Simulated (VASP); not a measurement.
# WSe2: single point with r2SCAN

WSe2, a slab with vacuum:

```
W Se
1.0
     3.31460    0.00000    0.00000
    -1.65730    2.87052    0.00000
     0.00000    0.00000   36.53701
W Se
4 8
Direct
  0.66667 0.33333 0.90627
  0.66667 0.33333 0.28129
  0.33333 0.66667 0.71871
  0.33333 0.66667 0.09373
  0.33333 0.66667 0.95175
  0.33333 0.66667 0.32675
  0.66667 0.33333 0.76419
  0.66667 0.33333 0.13920
  0.33333 0.66667 0.86080
  0.33333 0.66667 0.23581
  0.66667 0.33333 0.67325
  0.66667 0.33333 0.04825
```

```
Program                : VASP 6.6.1
Task                   : single point
Functional             : r2SCAN
Potentials or basis    : VASP PAW PBE potentials, release 64 (W_sv, Se)
Cutoff                 : 520 eV
k mesh                 : 12 × 12 × 1
Occupations            : gaussian, width 0.02 eV
Spin                   : no spin polarisation
Dipole correction      : no
Further INCAR settings : ALGO = Normal; EDIFF = 1e-07; NBANDS = 64
```

| Item | Value |
| --- | --- |
| Largest force | 0.046 eV/Å |
| Band gap on the k mesh | 1.45 eV (least direct gap 1.60 eV) |

Forces on the atoms (eV/Å):
```
W    0.000  0.000  0.000
W    0.000  0.000  0.001
W    0.000  0.000 -0.001
W    0.000  0.000  0.000
Se   0.000  0.000  0.046
Se   0.000  0.000  0.045
Se   0.000  0.000  0.044
Se   0.000  0.000  0.046
Se   0.000  0.000 -0.046
Se   0.000  0.000 -0.044
Se   0.000  0.000 -0.045
Se   0.000  0.000 -0.046
```

Levels at points of the mesh, in eV from the valence-band top:
| k point | band 49 | band 50 | band 51 | band 52 | band 53 | band 54 | band 55 | band 56 |
| --- | --- | --- | --- | --- | --- | --- | --- | --- |
| (0.00, 0.00, 0.00) | -0.69 | -0.41 | -0.15 | 0.00 | 2.90 | 2.90 | 2.90 | 2.90 |
| (0.50, 0.00, 0.00) | -1.23 | -1.22 | -1.19 | -1.18 | 2.32 | 2.32 | 2.33 | 2.34 |

Run time: 67 min on 1 thread of Oxide Virtual Turin-like Processor (shared host), peak memory 0.68 GiB.

Caveat: there is no dipole correction, which matters where the two faces differ; the PAW data sets were made with another functional, which shifts forces and pressure a little; spin-orbit coupling is left out, which moves the levels of the heavy elements.
